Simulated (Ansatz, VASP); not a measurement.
Ge in VASP and in Ansatz

The input INCAR:

```
SYSTEM = Ge
PREC     = Accurate       ! precision mode
ENCUT    = 520            ! plane-wave cutoff, eV
EDIFF    = 1E-7           ! SCF threshold, eV
ISMEAR   = 0              ! smearing method
SIGMA    = 0.15           ! smearing width, eV
LREAL    = .FALSE.        ! projectors in reciprocal space
LASPH    = .TRUE.         ! aspherical terms in the spheres
NELM     = 80             ! most SCF steps
ALGO     = Normal         ! electronic algorithm
ISIF     = 2              ! what is computed and relaxed
LWAVE    = .FALSE.        ! write WAVECAR
LCHARG   = .TRUE.         ! write CHGCAR
GGA      = PE             ! functional
LELF     = .TRUE.         ! ELF
LVHAR    = .TRUE.       
NBANDS   = 21             ! bands
```

The input KPOINTS:

```
Automatic mesh
0
G
  14 14 14
  0 0 0
```

POSCAR

```
Ge
1.0
    0.0000000000      2.9780888205      2.8026793890
    2.9780888205      0.0000000000      2.8026793890
    2.9780888205      2.9780888205      0.0000000000
Ge
2
Direct
    0.5000000000      0.5000000000      0.5000000000
    0.7500000000      0.7500000000      0.7500000000
```

Input for Ansatz:

```yaml
crystal:
  lattice:
    - [0.0, 2.9780888205, 2.802679389]
    - [2.9780888205, 0.0, 2.802679389]
    - [2.9780888205, 2.9780888205, 0.0]
  atoms:
    - { symbol: Ge, position: [0.5, 0.5, 0.5] }
    - { symbol: Ge, position: [0.75, 0.75, 0.75] }
basis:
  ecutwfc: 420
kpoints:
  mp_grid: { grid: [14, 14, 14] }
hamiltonian:
  xc: pbe
scf:
  occupations: { method: gaussian, width: 0.15 }
output:
  forces: true
  stress: true
  eigenvalues: true
```

Alike in both runs: task single point; functional PBE; k mesh 14 × 14 × 14; occupations gaussian, width 0.15 eV; no spin polarisation.

```csv
,VASP,Ansatz
version,VASP 6.6.1,Ansatz 0.2.0
potentials or method,"VASP PAW PBE potentials, release 64 (Ge_d), cutoff 520 eV","scalar-relativistic, plane waves, PAW"
valence electrons in the cell,28,28
```

|  | VASP | Ansatz | Ansatz less VASP |
| --- | --- | --- | --- |
| gap on the k mesh at the Fermi level (eV) | none | none | - |
| pressure (GPa) | -2.2 | -2.1 | +0.09 |
| traceless stress, the component that is largest in VASP (GPa) | 2.31 | 2.31 | -0.003 |

A gap of «none» marks a metal or a gap that the smearing closes.
